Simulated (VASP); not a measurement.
Input of a VASP 6.6.1 run:

File INCAR:

```
SYSTEM = AgCl
PREC = Accurate ; ENCUT = 520
EDIFF = 1E-6 ; ISMEAR = -1
SIGMA = 0.02 ; LREAL = .FALSE.
LASPH = .TRUE. ; NELM = 60
ALGO = Normal ; ISIF = 2
LWAVE = .FALSE. ; LCHARG = .TRUE.
GGA = PE ; LELF = .TRUE.
LVHAR = .TRUE. ; NBANDS = 16
```

File KPOINTS:

```
Automatic mesh
0
G
  8 8 8
  0 0 0
```

POSCAR

```
AgCl
1.0
    3.4053220610      0.0097340191      0.0097340191
    0.0097340191      3.4053220610      0.0097340191
    0.0097340191      0.0097340191      3.4053220610
Ag Cl
1 1
Direct
    0.0000000000      0.0000000000      0.0000000000
    0.5000000000      0.5000000000      0.5000000000
```

Potentials or basis: VASP PAW PBE potentials, release 64 (Ag, Cl).

Launch:

```bash
$ cat potpaw_PBE.64/Ag/POTCAR potpaw_PBE.64/Cl/POTCAR > POTCAR
$ mpirun -np 1 vasp_std > vasp.out
```

(1) Estimate the pressure.

(2) Estimate the band gap on the k mesh.

Answers

(1) 1.0 GPa.

(2) 0.56 eV (least direct gap 2.14 eV).

Caveat: the cell differs from its parent crystal (strain along [111] +0.9%).
